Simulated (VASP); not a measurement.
Here is a VASP 6.6.1 calculation.

The input INCAR:

```
ALGO = Normal
EDIFF = 1E-6
ENCUT = 520
GGA = PE
ISIF = 2
ISMEAR = -1
ISPIN = 2
LASPH = T
LCHARG = T
LELF = T
LMAXMIX = 4
LORBIT = 11
LREAL = F
LVHAR = T
LWAVE = F
MAGMOM = 0 0 3 3
NBANDS = 23
NELM = 150
PREC = Accurate
SIGMA = 0.1
```

KPOINTS

```
k-points
0
Gamma
  7 10 7
```

The input POSCAR:

```
AlFe
1.0
    0.0000000000      2.9100000000      2.9100000000
    2.9100000000      0.0000000000      0.0000000000
    0.0000000000      2.9100000000     -2.9100000000
Al Fe
2 2
Direct
    0.0000000000      0.0000000000      0.0000000000
    0.5000000000      0.0000000000      0.5000000000
    0.5000000000      0.5000000000      0.0000000000
    0.0000000000      0.5000000000      0.5000000000
```

Potentials or basis: VASP PAW PBE potentials, release 64 (Al, Fe).

Launch:

```sh
$ cat potpaw_PBE.64/Al/POTCAR potpaw_PBE.64/Fe/POTCAR > POTCAR
$ mpirun -np 1 vasp_std > vasp.out
```

(1) Predict the pressure.

(2) What does it give for the net moment?

(3) Predict the site moments.

Results:

(1) -5.7 GPa.

(2) 1.44 μB per cell.

(3) Al -0.03; Fe +0.77 μB.

Caveat: the cell stands under tension.
